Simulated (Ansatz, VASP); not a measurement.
# One calculation of Sb3Os, two programs

```
CELL_PARAMETERS angstrom
4.47936 0.00000 0.00000
0.00000 4.47936 0.00000
0.00000 0.00000 4.47936
ATOMIC_POSITIONS crystal
Sb 0.00000 0.50000 0.50000
Sb 0.50000 0.00000 0.50000
Sb 0.50000 0.50000 0.00000
Os 0.00000 0.00000 0.00000
```

Alike in both runs: functional PBE; k mesh 10 × 10 × 10; occupations gaussian, width 0.1 eV; no spin polarisation.

Ansatz relaxed the structure, and its values are those at the end. VASP's run is a single point on that final structure, the one shown.

|  | VASP | Ansatz |
| --- | --- | --- |
| version | VASP 6.6.1 | Ansatz 0.2.0 |
| potentials or method | VASP PAW PBE potentials, release 64 (Sb, Os), cutoff 520 eV | scalar-relativistic, plane waves, PAW |
| valence electrons in the cell | 23 | 61 |

Ansatz gave:

| Quantity | Value |
| --- | --- |
| gap on the k mesh at the Fermi level (eV) | none |
| pressure (GPa) | 0.0 |

Q: Estimate VASP's values.

A: gap on the k mesh at the Fermi level (eV): none; pressure (GPa): -0.1.

A gap of «none» marks a metal or a gap that the smearing closes. VASP's potentials hold 23 valence electrons a cell and Ansatz's 61, so a difference there can come from the potentials and not from the codes.

Neither program's run includes spin-orbit coupling.
